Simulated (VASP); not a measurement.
PtSe2, 3 atoms in the cell. It takes space group P-3m1 (No. 164, trigonal). Conventional cell: a = 3.647 Å, b = 3.647 Å, c = 4.956 Å, α = 90.00°, β = 90.00°, γ = 120.00°. Pt (site symmetry -3m) has 6 Se at 2.47 Å within 3.3 Å. Within 3.4 Å of Se (site symmetry 3m) lie 3 Pt at 2.47 Å and 6 Se at 3.18 to 3.33 Å.  This cell differs from its parent crystal: biaxial strain in the a-b plane: -3.0 %.

```yaml
Program: VASP 6.6.1
Task: single point
Functional: PBEsol
Potentials_or_basis: VASP PAW PBE potentials, release 64 (Pt, Se)
Cutoff: 520 eV
k_mesh: 18 × 18 × 12
Occupations: gaussian, width 0.1 eV
Spin: no spin polarisation
Dipole_correction: no
Further_INCAR_settings: ALGO = Normal; EDIFF = 1e-07; NBANDS = 18
```

Potentials or basis: VASP PAW PBE potentials, release 64 (Pt, Se).

Command:

```console
$ cat potpaw_PBE.64/Pt/POTCAR potpaw_PBE.64/Se/POTCAR > POTCAR
$ mpirun -np 1 vasp_std > vasp.out
```

Hardware: 1 thread of Intel Xeon 8259CL, on a shared host.

Question: How long does it take, and how much memory?

Answer: Run time: 8.5 min on 1 thread of Intel Xeon 8259CL, with other jobs on the host, peak memory 0.51 GiB. Counts: scf iterations 14, k points 394.
